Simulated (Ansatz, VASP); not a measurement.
Re in VASP and in Ansatz

The input INCAR:

```
ALGO     = Fast           # electronic algorithm
EDIFF    = 1E-6           # SCF threshold, eV
ENCUT    = 520            # plane-wave cutoff, eV
GGA      = RE             # functional
ISIF     = 2              # what is computed and relaxed
ISMEAR   = -1             # smearing method
LASPH    = T              # aspherical terms in the spheres
LCHARG   = F              # write CHGCAR
LREAL    = F              # projectors in reciprocal space
LWAVE    = F              # write WAVECAR
NBANDS   = 14             # bands
NELM     = 60             # most SCF steps
PREC     = Accurate       # precision mode
SIGMA    = 0.05           # smearing width, eV
```

Contents of KPOINTS:

```
k-points
0
Gamma
  6 6 4
```

The input POSCAR:

```
Re
1.0
    2.7608000000      0.0000000000      0.0000000000
   -1.3804000000      2.3909229348      0.0000000000
    0.0000000000      0.0000000000      4.4582000000
Re
2
Direct
    0.6666666667      0.3333333333      0.7500000000
    0.3333333333      0.6666666667      0.2500000000
```

input.yaml

```yaml
crystal:
  lattice:
    - [2.7608, 0.0, 0.0]
    - [-1.3804, 2.3909229348, 0.0]
    - [0.0, 0.0, 4.4582]
  atoms:
    - { symbol: Re, position: [0.6666666667, 0.3333333333, 0.75] }
    - { symbol: Re, position: [0.3333333333, 0.6666666667, 0.25] }
hamiltonian:
  xc: revpbe
  pseudopotentials: { kind: paw }
kpoints:
  mp_grid: { grid: [6, 6, 4] }
  band_path:
    path:
      - [[0.0, 0.0, 0.0], [0.5, 0.0, 0.0], [0.3333333333, 0.3333333333, 0.0], [0.0, 0.0, 0.0], [0.0, 0.0, 0.5], [0.5, 0.0, 0.5], [0.3333333333, 0.3333333333, 0.5], [0.0, 0.0, 0.5]]
      - [[0.5, 0.0, 0.5], [0.5, 0.0, 0.0]]
      - [[0.3333333333, 0.3333333333, 0.0], [0.3333333333, 0.3333333333, 0.5]]
    npoints: 14
scf:
  occupations: { method: fermi_dirac, width: 0.05 }
  n_extra_bands: 6
output:
  forces: true
  stress: true
  eigenvalues: true
  fatbands: true
```

Alike in both runs: functional revPBE; k mesh 6 × 6 × 4; occupations fermi-dirac, width 0.05 eV; no spin polarisation.

```csv
,VASP,Ansatz
version,VASP 6.6.1,Ansatz 0.2.0
potentials or method,"VASP PAW PBE potentials, release 64 (Re)",Ansatz PAW
plane-wave cutoff (eV),520,420
valence electrons in the cell,14,30
task,single point,band structure
```

Ansatz gave:

| Property | Result |
| --- | --- |
| gap on the k mesh at the Fermi level (eV) | none |
| pressure (GPa) | 9.3 |
| traceless stress, the component that is largest in VASP (GPa) | 1.20 |

Problem. What did VASP give for the same quantities?

Solution. gap on the k mesh at the Fermi level (eV): none; pressure (GPa): 8.8; traceless stress, the component that is largest in VASP (GPa): 1.08.

VASP's potentials were made for PBE, not for revPBE. A gap of «none» marks a metal or a gap that the smearing closes. VASP's potentials hold 14 valence electrons a cell and Ansatz's 30, so a difference there can come from the potentials and not from the codes.

The k mesh is coarse, so the values compare programs but aren't converged. Neither program's run includes spin-orbit coupling.
